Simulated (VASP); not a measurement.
A run of VASP 6.6.1:

Contents of INCAR:

```
  PREC = Accurate
  ENCUT = 520
  EDIFF = 1E-6
  ISMEAR = 0
  SIGMA = 0.15
  LREAL = False
  LASPH = True
  NELM = 100
  ALGO = Normal
  ISIF = 2
  LWAVE = False
  LCHARG = True
  LELF = True
  LVHAR = True
  NBANDS = 11
```

File KPOINTS:

```
Automatic mesh
0
Gamma
  20 20 20
```

Contents of POSCAR:

```
Pt
1.0
   -0.0973383644      1.9175657791      1.9175657791
    1.9175657791     -0.0973383644      1.9175657791
    1.9175657791      1.9175657791     -0.0973383644
Pt
1
Direct
    0.0000000000      0.0000000000      0.0000000000
```

Potentials or basis: VASP PAW LDA potentials, release 64 (Pt).

Launch:

```bash
$ cat potpaw_LDA.64/Pt/POTCAR > POTCAR
$ mpirun -np 1 vasp_std > vasp.out
```

Hardware: 1 thread of Intel(R) Xeon(R) 6975P-C (Granite Rapids), with other jobs on the host.

**Question.** How long does it take, and how much memory?

**Answer.** It took 35 s on 1 thread of Intel(R) Xeon(R) 6975P-C (Granite Rapids), on a shared host, peak memory 0.23 GiB. Counts: scf iterations 10, k points 781.
